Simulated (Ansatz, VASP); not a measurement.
**Pd: VASP beside Ansatz**

```xyz
2
Lattice="2.7876 0.0000 0.0000 -1.3938 2.4142 0.0000 0.0000 0.0000 4.6918" Properties=species:S:1:pos:R:3 pbc="T T T"
Pd    0.0000    1.6094    1.1730
Pd    1.3938    0.8047    3.5189
```

Alike in both runs: task single point; functional PBEsol; k mesh 15 × 15 × 8; occupations fermi-dirac, width 0.05 eV; collinear spin.

|  | VASP | Ansatz |
| --- | --- | --- |
| version | VASP 6.6.1 | Ansatz 0.2.0 |
| potentials or method | VASP PAW PBE potentials, release 64 (Pd), cutoff 520 eV | plane waves (420 eV) with PAW, scalar-relativistic |
| valence electrons in the cell | 20 | 36 |

```csv
,VASP,Ansatz,Ansatz less VASP
pressure (GPa),-12.5,-12.3,+0.23
"traceless stress, the component that is largest in VASP (GPa)",-0.71,-0.66,+0.054
net moment per atom (μB),0.32,0.31,-0.004
size of the moment on the site where the two differ most (μB),0.32,0.32,+0.002
```

VASP's potentials were made for PBE, not for PBEsol, and Ansatz warns of the same on its side. Site moments also hang on the region over which each program counts them. VASP's potentials hold 20 valence electrons a cell and Ansatz's 36, so a difference there can come from the potentials and not from the codes.
